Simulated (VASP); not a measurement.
Write the native input for VASP 6.6.1 that does the following.

* Task: electric field gradients
* Functional: PBE
* Potentials or basis: VASP PAW PBE potentials, release 64 (Cd, Sb, Te)
* Cutoff: 520 eV
* k mesh: 2 × 2 × 2
* Occupations: fermi-dirac, width 0.01 eV
* Spin: no spin polarisation
* Dipole correction: no
* Further INCAR settings: LREAL = Auto; ALGO = Normal; EDIFF = 1e-08; NBANDS = 276

The structure of Cd27SbTe26 (a cell with a defect) lies in POSCAR:

```
Cd27SbTe26
1.0
    0.0000000000      9.6150000000      9.6150000000
    9.6150000000      0.0000000000      9.6150000000
    9.6150000000      9.6150000000      0.0000000000
Cd Sb Te
27 1 26
Direct
    0.0000000000      0.0000000000      0.0000000000
    0.0000000000      0.0000000000      0.3333333333
    0.0000000000      0.0000000000      0.6666666667
    0.0000000000      0.3333333333      0.0000000000
    0.0000000000      0.3333333333      0.3333333333
    0.0000000000      0.3333333333      0.6666666667
    0.0000000000      0.6666666667      0.0000000000
    0.0000000000      0.6666666667      0.3333333333
    0.0000000000      0.6666666667      0.6666666667
    0.3333333333      0.0000000000      0.0000000000
    0.3333333333      0.0000000000      0.3333333333
    0.3333333333      0.0000000000      0.6666666667
    0.3333333333      0.3333333333      0.0000000000
    0.3333333333      0.3333333333      0.3333333333
    0.3333333333      0.3333333333      0.6666666667
    0.3333333333      0.6666666667      0.0000000000
    0.3333333333      0.6666666667      0.3333333333
    0.3333333333      0.6666666667      0.6666666667
    0.6666666667      0.0000000000      0.0000000000
    0.6666666667      0.0000000000      0.3333333333
    0.6666666667      0.0000000000      0.6666666667
    0.6666666667      0.3333333333      0.0000000000
    0.6666666667      0.3333333333      0.3333333333
    0.6666666667      0.3333333333      0.6666666667
    0.6666666667      0.6666666667      0.0000000000
    0.6666666667      0.6666666667      0.3333333333
    0.6666666667      0.6666666667      0.6666666667
    0.0833333333      0.0833333333      0.0833333333
    0.0833333333      0.0833333333      0.4166666667
    0.0833333333      0.0833333333      0.7500000000
    0.0833333333      0.4166666667      0.0833333333
    0.0833333333      0.4166666667      0.4166666667
    0.0833333333      0.4166666667      0.7500000000
    0.0833333333      0.7500000000      0.0833333333
    0.0833333333      0.7500000000      0.4166666667
    0.0833333333      0.7500000000      0.7500000000
    0.4166666667      0.0833333333      0.0833333333
    0.4166666667      0.0833333333      0.4166666667
    0.4166666667      0.0833333333      0.7500000000
    0.4166666667      0.4166666667      0.0833333333
    0.4166666667      0.4166666667      0.4166666667
    0.4166666667      0.4166666667      0.7500000000
    0.4166666667      0.7500000000      0.0833333333
    0.4166666667      0.7500000000      0.4166666667
    0.4166666667      0.7500000000      0.7500000000
    0.7500000000      0.0833333333      0.0833333333
    0.7500000000      0.0833333333      0.4166666667
    0.7500000000      0.0833333333      0.7500000000
    0.7500000000      0.4166666667      0.0833333333
    0.7500000000      0.4166666667      0.4166666667
    0.7500000000      0.4166666667      0.7500000000
    0.7500000000      0.7500000000      0.0833333333
    0.7500000000      0.7500000000      0.4166666667
    0.7500000000      0.7500000000      0.7500000000
```

The input as run:

INCAR

```
PREC = Accurate
ENCUT = 520
EDIFF = 1E-8
ISMEAR = -1
SIGMA = 0.01
LREAL = Auto
LASPH = T
NELM = 80
ALGO = Normal
ISIF = 2
LWAVE = F
LCHARG = F
GGA = PE
LEFG = T
NBANDS = 276
LUSENCCL = F
```

KPOINTS

```
Automatic mesh
0
Gamma
  2 2 2
```

Potentials or basis: VASP PAW PBE potentials, release 64 (Cd, Sb, Te).

Run with:

```sh
$ cat potpaw_PBE.64/Cd/POTCAR potpaw_PBE.64/Sb/POTCAR potpaw_PBE.64/Te/POTCAR > POTCAR
$ mpirun -np 1 vasp_std > vasp.out
```

Results of the run:

```json
{
 "Pressure": "4.4 GPa",
 "Largest force": "0.411 eV/Å",
 "Band gap on the k mesh": "zero (an odd number of electrons rules out a gap without spin polarisation)",
 "Largest electric field gradient by atom": "Cd -28.5, -2.6, -0.9, -0.0, +0.4 (each value once); Sb +0.0; Te +14.4, -0.9, -1.1, +1.7 (each value once) V/Å²"
}
```

Caveat: without QUAD_EFG the Cq values of the log hold for a quadrupole moment of 1 mb, not for the nuclei; spin-orbit coupling is left out, which moves the levels of the heavy elements; an odd number of electrons without spin polarisation forces a metal; a magnetic or distorted state may lie lower.

Run time: 3.3 min on 1 × NVIDIA H100 80GB with 1 thread of AMD EPYC 7R13 Processor (Zen 3), with other jobs on the host, peak memory 2.9 GiB.
